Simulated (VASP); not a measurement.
# In (Fd-3m) in VASP: notebook

In is run at these levels: PBE; tasks: density of states.

Everything below comes from runs of VASP 6.6.1. Logs are shortened: lines on timing, memory, paths and dates and some standing lists are left out, and cuts for length are marked.

## (1) The cell of the first run

The structure is cubic, space group Fd-3m (No. 227). Conventional cell: a = 6.742 Å, b = 6.742 Å, c = 6.742 Å, α = 90.00°, β = 90.00°, γ = 90.00°. Within 3.8 Å of In (site symmetry -43m) lie 4 In at 2.92 Å.

## (2) Density of states, PBE

POSCAR reads:

```
In
1.0
    0.0000000000      3.3709363026      3.3709363026
    3.3709363026      0.0000000000      3.3709363026
    3.3709363026      3.3709363026      0.0000000000
In
2
Direct
   -0.1250000000     -0.1250000000     -0.1250000000
    0.1250000000      0.1250000000      0.1250000000
```

INCAR.step1 reads:

```
SYSTEM = In
  PREC = Accurate
  ENCUT = 520
  EDIFF = 1E-6
  ISMEAR = -1
  SIGMA = 0.1
  LREAL = .FALSE.
  LASPH = .TRUE.
  NELM = 80
  ALGO = Normal
  ISIF = 2
  LWAVE = .FALSE.
  LCHARG = .TRUE.
  GGA = PE
  NBANDS = 20
```

KPOINTS.step1 reads:

```
regular mesh
0
G
  11 11 11
  0 0 0
```

INCAR.step2 reads:

```
SYSTEM = In
  PREC = Accurate
  ENCUT = 520
  EDIFF = 1E-6
  ISMEAR = -5
  SIGMA = 0.1
  LREAL = .FALSE.
  LASPH = .TRUE.
  NELM = 80
  ALGO = Normal
  ISIF = 2
  LWAVE = .FALSE.
  LCHARG = .FALSE.
  GGA = PE
  LORBIT = 11
  NEDOS = 1001
  ICHARG = 11
```

KPOINTS.step2 reads:

```
regular mesh
0
G
  17 17 17
  0 0 0
```

Potentials or basis: VASP PAW PBE potentials, release 64 (In_d).

The run is started by

```console
$ cat potpaw_PBE.64/In_d/POTCAR > POTCAR
$ cp INCAR.step1 INCAR
$ cp KPOINTS.step1 KPOINTS
$ mpirun -np 1 vasp_std > vasp.out
$ cp INCAR.step2 INCAR
$ cp KPOINTS.step2 KPOINTS
$ mpirun -np 1 vasp_std > vasp.out
```

OUTCAR:

```text
SYSTEM = In
   PREC = Accurate
   ENCUT = 520
   EDIFF = 1E-6
   ISMEAR = -5
   LREAL = .FALSE.
   LASPH = .TRUE.
   NELM = 80
   ISIF = 2
   GGA = PE
   LORBIT = 11
   ICHARG = 11

 ion  position               nearest neighbor table
   1  0.875  0.875  0.875-   2 2.92   2 2.92   2 2.92   2 2.92
   2  0.125  0.125  0.125-   1 2.92   1 2.92   1 2.92   1 2.92

  LATTYP: Found a face centered cubic cell.
 ALAT       =     6.7418726052

  Lattice vectors:

 A1 = (   0.0000000000,   3.3709363026,   3.3709363026)
 A2 = (   3.3709363026,   0.0000000000,   3.3709363026)
 A3 = (   3.3709363026,   3.3709363026,   0.0000000000)

Analysis of symmetry for initial positions (statically):
=====================================================================
 Subroutine PRICEL returns:
 Original cell was already a primitive cell.

 Routine SETGRP: Setting up the symmetry group for a
 face centered cubic supercell.

 Subroutine GETGRP returns: Found 48 space group operations
 (whereof 12 operations were pure point group operations)
 out of a pool of 48 trial point group operations.

The static configuration has the point symmetry D_3d.
 The point group associated with its full space group is O_h .

Analysis of symmetry for dynamics (positions and initial velocities):
=====================================================================
 Subroutine PRICEL returns:
 Original cell was already a primitive cell.

 Routine SETGRP: Setting up the symmetry group for a
 face centered cubic supercell.

 Subroutine GETGRP returns: Found 48 space group operations
 (whereof 12 operations were pure point group operations)
 out of a pool of 48 trial point group operations.

The dynamic configuration has the point symmetry D_3d.
 The point group associated with its full space group is O_h .

 Subroutine INISYM returns: Found 48 space group operations
 (whereof 12 operations are pure point group operations),
 and found     1 'primitive' translations

----------------------------------------------------------------------------------------

                                     Primitive cell

  volume of cell :      76.6093

  direct lattice vectors                    reciprocal lattice vectors
     0.000000000  3.370936303  3.370936303    -0.148326742  0.148326742  0.148326742
     3.370936303  0.000000000  3.370936303     0.148326742 -0.148326742  0.148326742
     3.370936303  3.370936303  0.000000000     0.148326742  0.148326742 -0.148326742

  length of vectors
     4.767223837  4.767223837  4.767223837     0.256909454  0.256909454  0.256909454

  position of ions in fractional coordinates (direct lattice)
     0.875000000  0.875000000  0.875000000
     0.125000000  0.125000000  0.125000000

  ion indices of the primitive-cell ions
   primitive index   ion index
                 1           1
                 2           2

----------------------------------------------------------------------------------------

 KPOINTS: regular mesh

Automatic generation of k-mesh.
 Grid dimensions read from file:
 generate k-points for:   17   17   17

 Generating k-lattice:

  Cartesian coordinates                     Fractional coordinates (reciprocal lattice)
    -0.008725102  0.008725102  0.008725102     0.058823529  0.000000000  0.000000000
     0.008725102 -0.008725102  0.008725102     0.000000000  0.058823529  0.000000000
     0.008725102  0.008725102 -0.008725102     0.000000000  0.000000000  0.058823529

  Length of vectors
     0.015112321  0.015112321  0.015112321

  Shift w.r.t. Gamma in fractional coordinates (k-lattice)
     0.000000000  0.000000000  0.000000000

 TETIRR: Found    693 inequivalent tetrahedra from    29478

 Subroutine IBZKPT returns following result:
 ===========================================

 Found    165 irreducible k-points:

 Following reciprocal coordinates:
            Coordinates               Weight
  0.000000  0.000000  0.000000      1.000000
  0.058824  0.000000  0.000000      8.000000
  0.117647  0.000000  0.000000      8.000000
  0.176471  0.000000  0.000000      8.000000
  0.235294  0.000000  0.000000      8.000000
  0.294118  0.000000  0.000000      8.000000
[... 16 lines left out ...]
 -0.176471  0.058824  0.000000     24.000000
 -0.117647  0.058824  0.000000     24.000000
 [... further k-points ...]
   k-points           NKPTS =    165   k-points in BZ     NKDIM =    165   number of bands    NBANDS=     17
   number of dos      NEDOS =   1001   number of ions     NIONS =      2
   total plane-waves  NPLWV =  46656
   dimension x,y,z NGX =    36 NGY =   36 NGZ =   36
   dimension x,y,z NGXF=    72 NGYF=   72 NGZF=   72
   ions per type =               2
   NGX,Y,Z   is equivalent  to a cutoff of  12.55, 12.55, 12.55 a.u.
   NGXF,Y,Z  is equivalent  to a cutoff of  25.11, 25.11, 25.11 a.u.
 SYSTEM =  In
   PREC   = accura    normal or accurate (medium, high low for compatibility)
   ISTART =      0    job   : 0-new  1-cont  2-samecut
   ICHARG =     11    charge: 1-file 2-atom 10-const
   ISPIN  =      1    spin polarized calculation?
   LNONCOLLINEAR =      F non collinear calculations
   LSORBIT =      F    spin-orbit coupling
   LASPH  =      T    aspherical Exc in radial PAW
   ENCUT  =  520.0 eV  38.22 Ry    6.18 a.u.   8.86  8.86  8.86*2*pi/ulx,y,z
   NELM   =     80;   NELMIN=  2; NELMDL=  0     # of ELM steps
   EDIFF  = 0.1E-05   stopping-criterion for ELM
   LREAL  =      F    real-space projection
   EDIFFG = 0.1E-04   stopping-criterion for IOM
   NSW    =      0    number of steps for IOM
   IBRION =     -1    ionic relax: 0-MD 1-quasi-New 2-CG
   NFREE  =      0    steps in history (QN), initial steepest desc. (CG)
   ISIF   =      2    stress and relaxation
   ISYM   =      2    0-nonsym 1-usesym 2-fastsym
   POTIM  = 0.5000    time-step for ionic-motion
   TEBEG  =    0.0;   TEEND  =   0.0 temperature during run
   PSTRESS=    0.0 pullay stress
   NELECT =      26.0000    total number of electrons
   NUPDOWN=      -1.0000    fix difference up-down
   EMIN   =  10.00;   EMAX   =-10.00  energy-range for DOS
   EFERMI =   0.00;   METHOD = LEGACY
   ISMEAR =    -5;   SIGMA  =   0.10  broadening in eV -4-tet -1-fermi 0-gaus
   EFERMI_NEDOS =   21; number of points for ismear=-14 and -15
   IALGO  =     38    algorithm
   IMIX   =      4    mixing-type and parameters
     AMIX     =   0.40;   BMIX     =  1.00
     AMIX_MAG =   1.60;   BMIX_MAG =  1.00
  volume/ion in A,a.u.               =      38.30       258.49
  Fermi-wavevector in a.u.,A,eV,Ry     =   1.141928  2.157931 17.741992  1.304000
  Thomas-Fermi vector in A             =   2.278627
   LORBIT       =     11    0 simple, 1 ext, 2 COOP (PROOUT), +10 PAW based schemes
   GGA     = PE    functional components
   LHFCALC =     F    Hartree Fock is set to
   AEXX    =    0.0000 exact exchange contribution
   IVDW    =     0    specifies the selected vdW correction
   LEPSILON=     F    determine dielectric tensor
   LRPA    =     F    only Hartree local field effects (RPA)
 non-spin polarized calculation
 Fermi weights with tetrahedron method with Bloechl corrections
  energy-cutoff  :      520.00
  volume of cell :       76.61
 maximum number of plane-waves:      2085

 number of electron      25.9999996 magnetization

 Free energy of the ion-electron system (eV)
  ---------------------------------------------------
  ext. energy  EPLUGINS =         0.00000000
  ---------------------------------------------------
  free energy    TOTEN  =        -4.44453753 eV

  energy without entropy =       -4.44453753  energy(sigma->0) =       -4.44453753

 E-fermi :   3.5657     XC(G=0):  -8.2649

 val. band max:        3.5891497138   @ k =   0.1765   0.1176   0.0588
 cond. band min:       3.5541819316   @ k =  -0.1765   0.1765   0.0588
 fundamental gap:     -0.0349677822
 Fermi energy:         3.5657179380

 k-point     1 :       0.0000    0.0000    0.0000
  band No.  band energies     occupation
      1     -11.0315      2.00000
      2     -11.0315      2.00000
      3     -11.0315      2.00000
      4     -10.9712      2.00000
      5     -10.9712      2.00000
      6     -10.5899      2.00000
[... 9 lines left out ...]
     16       7.4795      0.00000
     17       7.4795      0.00000

 k-point     2 :       0.0588    0.0000    0.0000
  band No.  band energies     occupation
      1     -11.0359      2.00000
      2     -11.0359      2.00000
      3     -11.0306      2.00000
      4     -10.9653      2.00000
      5     -10.9653      2.00000
      6     -10.5952      2.00000
[... 9 lines left out ...]
     16       7.5816      0.00000
     17       7.6160      0.00000

 k-point     3 :       0.1176    0.0000    0.0000
  band No.  band energies     occupation
      1     -11.0453      2.00000
      2     -11.0453      2.00000
      3     -11.0281      2.00000
      4     -10.9518      2.00000
      5     -10.9518      2.00000
      6     -10.6062      2.00000
[... 9 lines left out ...]
     16       7.8241      0.00000
     17       7.8242      0.00000

 k-point     4 :       0.1765    0.0000    0.0000
  band No.  band energies     occupation
      1     -11.0548      2.00000
      2     -11.0548      2.00000
      3     -11.0243      2.00000
      4     -10.9362      2.00000
      5     -10.9362      2.00000
      6     -10.6181      2.00000
[... 9 lines left out ...]
     16       8.0953      0.00000
     17       8.0953      0.00000
[... 343 lines left out ...]
      1     -11.0709      2.00000
      2     -11.0625      2.00000
      3     -11.0158      2.00000
      4     -10.9225      2.00000
      5     -10.9062      2.00000
      6     -10.6475      2.00000
[... 9 lines left out ...]
     16       8.2036      0.00000
     17       8.4595      0.00000

 k-point    23 :      -0.1765    0.0588    0.0000
  band No.  band energies     occupation
      1     -11.0641      2.00000
      2     -11.0540      2.00000
      3     -11.0227      2.00000
      4     -10.9351      2.00000
      5     -10.9206      2.00000
      6     -10.6372      2.00000
[... 9 lines left out ...]
     16       7.9924      0.00000
     17       8.2304      0.00000

 k-point    24 :      -0.1176    0.0588    0.0000
  band No.  band energies     occupation
      1     -11.0550      2.00000
      2     -11.0443      2.00000
      3     -11.0285      2.00000
      4     -10.9487      2.00000
      5     -10.9372      2.00000
      6     -10.6238      2.00000
[... 9 lines left out ...]
     16       7.7488      0.00000
     17       7.8742      0.00000

 [... further k-points ...]
[... 5 lines left out ...]
  --------------------------------------------------------------------------------------
  -------------------------------------------------------------------------------------
  Total       -0.0907996     -0.0907996     -0.0907996      0.0000000      0.0000000      0.0000000
  in kB       -1.8989468     -1.8989468     -1.8989468      0.0000000      0.0000000      0.0000000
  external PRESSURE =      -1.8989468 kB  Pullay stress =       0.0000000 kB

 VOLUME and BASIS-vectors are now :
 -----------------------------------------------------------------------------
  energy-cutoff  :      520.00
  volume of cell :       76.61
      direct lattice vectors                 reciprocal lattice vectors
     0.000000000  3.370936303  3.370936303    -0.148326742  0.148326742  0.148326742
     3.370936303  0.000000000  3.370936303     0.148326742 -0.148326742  0.148326742
     3.370936303  3.370936303  0.000000000     0.148326742  0.148326742 -0.148326742

 POSITION                                       TOTAL-FORCE (eV/Angst)
 -----------------------------------------------------------------------------------
      5.89914      5.89914      5.89914         0.000000      0.000000      0.000000
      0.84273      0.84273      0.84273        -0.000000     -0.000000     -0.000000
 -----------------------------------------------------------------------------------
    total drift:                                0.000000      0.000000      0.000000

  FREE ENERGIE OF THE ION-ELECTRON SYSTEM (eV)
  ---------------------------------------------------
  free  energy   TOTEN  =        -4.4445375265 eV

  energy  without entropy=       -4.4445375265  energy(sigma->0) =       -4.44453753

 total charge

# of ion       s       p       d       tot
------------------------------------------
    1        0.981   0.558   9.833  11.372
    2        0.981   0.558   9.833  11.372
--------------------------------------------------
tot          1.963   1.115  19.666  22.744
```

Run time: 2.7 min. Hardware: 1 thread of Intel Xeon 6975P-C, shared host; peak memory 0.32 GiB.

Results:

```yaml
Valence_electrons_inside_the_program's_atomic_spheres: In 11.37
```

Caveat: spin-orbit coupling is left out, which moves the levels of the heavy elements; tetrahedron occupations give inexact forces and stress in metals.

## (3) Density of states, PBE (volume scaled by 0.4)

POSCAR reads:

```
In
1.0
    0.0000000000      2.4837271037      2.4837271037
    2.4837271037      0.0000000000      2.4837271037
    2.4837271037      2.4837271037      0.0000000000
In
2
Direct
   -0.1250000000     -0.1250000000     -0.1250000000
    0.1250000000      0.1250000000      0.1250000000
```

INCAR.step1 reads:

```
PREC = Accurate ; ENCUT = 520
EDIFF = 1E-6 ; ISMEAR = -1
SIGMA = 0.1 ; LREAL = F
LASPH = T ; NELM = 100
ALGO = Normal ; ISIF = 2
LWAVE = F ; LCHARG = T
GGA = PE ; NBANDS = 20
```

KPOINTS.step1 reads:

```
Automatic mesh
0
Gamma
  11 11 11
```

INCAR.step2 reads:

```
PREC = Accurate ; ENCUT = 520
EDIFF = 1E-6 ; ISMEAR = -5
SIGMA = 0.1 ; LREAL = F
LASPH = T ; NELM = 100
ALGO = Normal ; ISIF = 2
LWAVE = F ; LCHARG = F
GGA = PE ; LORBIT = 11
NBANDS = 20 ; NEDOS = 2001
ICHARG = 11
```

KPOINTS.step2 reads:

```
Automatic mesh
0
Gamma
  17 17 17
```

Potentials or basis: VASP PAW PBE potentials, release 64 (In_d).

The run is started by

```console
$ cat potpaw_PBE.64/In_d/POTCAR > POTCAR
$ cp INCAR.step1 INCAR
$ cp KPOINTS.step1 KPOINTS
$ mpirun -np 1 vasp_std > vasp.out
$ cp INCAR.step2 INCAR
$ cp KPOINTS.step2 KPOINTS
$ mpirun -np 1 vasp_std > vasp.out
```

Run time: 2.6 min. Hardware: 1 thread of AMD EPYC 7R43 (Zen 3), shared host; peak memory 0.17 GiB.

The run converged. Its results:

```yaml
Valence_electrons_inside_the_program's_atomic_spheres: In 12.81
```

Levels at points of the mesh, in eV from the Fermi level:
| k point | band 10 | band 11 | band 12 | band 13 | band 14 | band 15 | band 16 | band 17 |
| --- | --- | --- | --- | --- | --- | --- | --- | --- |
| (0.00, 0.00, 0.00) | -14.96 | -14.39 | 6.57 | 6.57 | 6.57 | 6.98 | 6.98 | 6.98 |

Caveat: spin-orbit coupling is left out, which moves the levels of the heavy elements; tetrahedron occupations give inexact forces and stress in metals.
